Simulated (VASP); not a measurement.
# ZrC in VASP: further runs, part 3 of 3

VASP 6.6.1.

### 5 Electric field gradients, PBEsol (equal xy, yz and zx shear strains of +1 %)

INCAR

```
ALGO     = Normal         # electronic algorithm
EDIFF    = 1E-8           # SCF threshold, eV
ENCUT    = 520            # plane-wave cutoff, eV
GGA      = PS             # functional
ISIF     = 2              # what is computed and relaxed
ISMEAR   = -1             # smearing method
LASPH    = T              # aspherical terms in the spheres
LCHARG   = F              # write CHGCAR
LEFG     = T            
LREAL    = F              # projectors in reciprocal space
LWAVE    = F              # write WAVECAR
NBANDS   = 15             # bands
NELM     = 100            # most SCF steps
PREC     = Accurate       # precision mode
SIGMA    = 0.05           # smearing width, eV
```

KPOINTS

```
k-points
0
Gamma
  15 15 15
```

POSCAR

```
ZrC
1.0
    0.0235021000      2.3619610500      2.3619610500
    2.3619610500      0.0235021000      2.3619610500
    2.3619610500      2.3619610500      0.0235021000
Zr C
1 1
Direct
    0.5000000000      0.5000000000      0.5000000000
    0.0000000000      0.0000000000      0.0000000000
```

Potentials or basis: VASP PAW PBE potentials, release 64 (Zr_sv, C).

Run with:

```sh
$ cat potpaw_PBE.64/Zr_sv/POTCAR potpaw_PBE.64/C/POTCAR > POTCAR
$ mpirun -np 1 vasp_std > vasp.out
```

OUTCAR:

```text
EDIFF = 1E-8
   ENCUT = 520
   GGA = PS
   ISIF = 2
   ISMEAR = -1
   LASPH = T
   LREAL = F
   NELM = 100
   PREC = Accurate

 ion  position               nearest neighbor table
   1  0.500  0.500  0.500-   2 2.35   2 2.35   2 2.35   2 2.35   2 2.35   2 2.35
   2  0.000  0.000  0.000-   1 2.35   1 2.35   1 2.35   1 2.35   1 2.35   1 2.35

  LATTYP: Found a trigonal (rhomboedric) cell.
 ALAT       =     3.3404000288
 COS(alpha) =     0.5099250056

  Lattice vectors:

 A1 = (   0.0235021000,   2.3619610500,   2.3619610500)
 A2 = (   2.3619610500,   0.0235021000,   2.3619610500)
 A3 = (   2.3619610500,   2.3619610500,   0.0235021000)

Analysis of symmetry for initial positions (statically):
=====================================================================
 Subroutine PRICEL returns:
 Original cell was already a primitive cell.

 Routine SETGRP: Setting up the symmetry group for a
 trigonal (rhombohedral) supercell.

 Subroutine GETGRP returns: Found 12 space group operations
 (whereof 12 operations were pure point group operations)
 out of a pool of 12 trial point group operations.

The static configuration has the point symmetry D_3d.

Analysis of symmetry for dynamics (positions and initial velocities):
=====================================================================
 Subroutine PRICEL returns:
 Original cell was already a primitive cell.

 Routine SETGRP: Setting up the symmetry group for a
 trigonal (rhombohedral) supercell.

 Subroutine GETGRP returns: Found 12 space group operations
 (whereof 12 operations were pure point group operations)
 out of a pool of 12 trial point group operations.

[... 577 lines left out ...]
      7       8.8066      2.00000
      8       9.0064      1.99985
      9      10.0428      0.00003
     10      12.3934      0.00000
     11      12.8683      0.00000
     12      13.4579      0.00000
     13      15.3845      0.00000
     14      18.8752      0.00000
     15      22.0643      0.00000

 [... further k-points ...]

------------------------ aborting loop because EDIFF is reached ----------------------------------------

  FORCE on cell =-STRESS in cart. coord.  units (eV):
  Direction    XX          YY          ZZ          XY          YZ          ZX
  --------------------------------------------------------------------------------------
  -------------------------------------------------------------------------------------
  Total       -0.6815906     -0.6815906     -0.6815906     -0.2521014     -0.2521014     -0.2521014
  in kB      -42.0645859    -42.0645859    -42.0645859    -15.5585189    -15.5585189    -15.5585189
  external PRESSURE =     -42.0645859 kB  Pullay stress =       0.0000000 kB

 VOLUME and BASIS-vectors are now :
 -----------------------------------------------------------------------------
  energy-cutoff  :      520.00
  volume of cell :       25.96
      direct lattice vectors                 reciprocal lattice vectors
     0.023502100  2.361961050  2.361961050    -0.214874521  0.212757531  0.212757531
     2.361961050  0.023502100  2.361961050     0.212757531 -0.214874521  0.212757531
     2.361961050  2.361961050  0.023502100     0.212757531  0.212757531 -0.214874521

 POSITION                                       TOTAL-FORCE (eV/Angst)
 -----------------------------------------------------------------------------------
      2.37371      2.37371      2.37371         0.000000     -0.000000      0.000000
      0.00000      0.00000      0.00000        -0.000000      0.000000     -0.000000
 -----------------------------------------------------------------------------------
    total drift:                                0.000000      0.000000      0.000000

  FREE ENERGIE OF THE ION-ELECTRON SYSTEM (eV)
  ---------------------------------------------------
  free  energy   TOTEN  =       -20.5644411094 eV

  energy  without entropy=      -20.5618547858  energy(sigma->0) =      -20.56314795

 Electric field gradients (V/A^2)
---------------------------------------------------------------------
 ion       V_xx      V_yy      V_zz      V_xy      V_xz      V_yz
---------------------------------------------------------------------
   1       0.000     0.000    -0.000    -0.527    -0.527    -0.527
   2      -0.000     0.000    -0.000    -0.217    -0.217    -0.217
---------------------------------------------------------------------

 Electric field gradients after diagonalization (V/A^2)
 (convention: |V_zz| > |V_xx| > |V_yy|)
----------------------------------------------------------------------
 ion       V_xx      V_yy      V_zz     asymmetry (V_yy - V_xx)/ V_zz
----------------------------------------------------------------------
   1       0.527     0.527    -1.053       0.000
   2       0.217     0.217    -0.433       0.000
----------------------------------------------------------------------

           NMR quadrupolar parameters

 Cq : quadrupolar parameter    Cq=e*Q*V_zz/h
 eta: asymmetry parameters     (V_yy - V_xx)/ V_zz
 Q  : nuclear electric quadrupole moment in mb (millibarn)
----------------------------------------------------------------------
 ion       Cq(MHz)       eta       Q (mb)
----------------------------------------------------------------------
   1      -0.003       0.000       1.000
   2      -0.001       0.000       1.000
----------------------------------------------------------------------
```

stdout:

```text
POSCAR found type information on POSCAR ZrC
 POSCAR found :  2 types and       2 ions
 scaLAPACK will be used
 -----------------------------------------------------------------------------
|                                                                             |
|                                                                             |
|     You enforced a specific xc type in the INCAR file but a different       |
|     I HOPE YOU KNOW WHAT YOU ARE DOING!                                     |
|                                                                             |
 -----------------------------------------------------------------------------

 LDA part: xc-table for (Slater+PW92), standard interpolation
 POSCAR, INCAR and KPOINTS ok, starting setup
 FFT: planning ... GRIDC
 FFT: planning ... GRID_SOFT
 FFT: planning ... GRID
 WAVECAR not read
 entering main loop
ion   1

ion   2
```

It took 83 s on 1 thread of Intel Xeon 6975P-C (Granite Rapids), shared host; peak memory 0.26 GiB.

What came out:

- Free energy: -20.5644 eV
- Pressure: -4.2 GPa
- Band gap on the k mesh: zero (band 8 reaches 10.48 eV, above the bottom of band 9 at 9.17 eV)

Electric field gradients, principal values (V/Å²):
| atom | least | middle | greatest (by size) |
| --- | --- | --- | --- |
| 1 Zr | 0.527 | 0.527 | -1.053 |
| 2 C | 0.217 | 0.217 | -0.433 |

Caveat: the cell differs from its parent crystal (equal xy, yz and zx shear strains of +1 %); without QUAD_EFG the Cq values of the log hold for a quadrupole moment of 1 mb, not for the nuclei; the PAW data sets were made with another functional, which shifts forces and pressure a little.

### 6 Summary

| task | cell | k mesh for the DOS | occupations for the DOS | gap on the mesh (eV) | pressure (GPa) |
| --- | --- | --- | --- | --- | --- |
| electric field gradients | a = 3.324 Å, angles 60.0°, 2 atoms | - | - | none | -4.2 |
| density of states | a = 3.324 Å, angles 60.0°, 2 atoms | 23 × 23 × 23 | tetrahedron | - | - |
| electric field gradients | a = 3.340 Å, angles 59.3°, 2 atoms | - | - | none | -4.2 |

Alike in all rows: level PBEsol; potentials or basis VASP PAW PBE potentials, release 64 (Zr_sv, C); no spin polarisation; k mesh 15 × 15 × 15; cutoff (eV) 520; smearing fermi-dirac 0.05 eV.

Caveats: the PAW data sets were made with another functional, which shifts forces and pressure a little.

Total energies depend on the potentials used, so only differences within one code and one set of settings carry meaning.
